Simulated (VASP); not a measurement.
Set up this calculation in VASP 6.6.1, as the native input.

| Item | Value |
| --- | --- |
| Task | single point |
| Functional | PBE |
| Potentials or basis | VASP PAW PBE potentials, release 64 (Ir, Pt) |
| Cutoff | 500 eV |
| k mesh | 7 × 7 × 5 |
| Occupations | gaussian, width 0.2 eV |
| Spin | no spin polarisation |
| Dipole correction | no |
| Further INCAR settings | ALGO = Normal; EDIFF = 1e-06; NBANDS = 22 |

The structure of IrPt2 lies in POSCAR:

```
IrPt2
1.0
    3.7138764187     -0.0000000032      0.0000000000
   -1.8569382066      3.2163113268      0.0000000000
    0.0000000000      0.0000000000      4.4850895788
Ir Pt
1 2
Direct
    0.0000000000      0.0000000000      0.0000000000
    0.3333333333      0.6666666667      0.3130395358
    0.6666666667      0.3333333333      0.6869604642
```

These files were run (other wordings do the same):

INCAR

```
SYSTEM = IrPt2
PREC     = Accurate       ! precision mode
ENCUT    = 500            ! plane-wave cutoff, eV
EDIFF    = 1E-6           ! SCF threshold, eV
ISMEAR   = 0              ! smearing method
SIGMA    = 0.2            ! smearing width, eV
LREAL    = .FALSE.        ! projectors in reciprocal space
LASPH    = .TRUE.         ! aspherical terms in the spheres
NELM     = 120            ! most SCF steps
ALGO     = Normal         ! electronic algorithm
ISIF     = 2              ! what is computed and relaxed
LWAVE    = .FALSE.        ! write WAVECAR
LCHARG   = .TRUE.         ! write CHGCAR
GGA      = PE             ! functional
LELF     = .TRUE.         ! ELF
LVHAR    = .TRUE.       
NBANDS   = 22             ! bands
GGA_COMPAT= .FALSE.
```

KPOINTS

```
Automatic mesh
0
G
  7 7 5
  0 0 0
```

Potentials or basis: VASP PAW PBE potentials, release 64 (Ir, Pt).

The run is started by

```console
$ cat potpaw_PBE.64/Ir/POTCAR potpaw_PBE.64/Pt/POTCAR > POTCAR
$ mpirun -np 1 vasp_std > vasp.out
```

Results of the run:

```yaml
Pressure: -0.3 GPa
Largest_force: 0.051 eV/Å
```

It took 31 s on 1 thread of AMD EPYC 7R43 64-Core Processor (Zen 3) (shared host), peak memory 0.16 GiB.
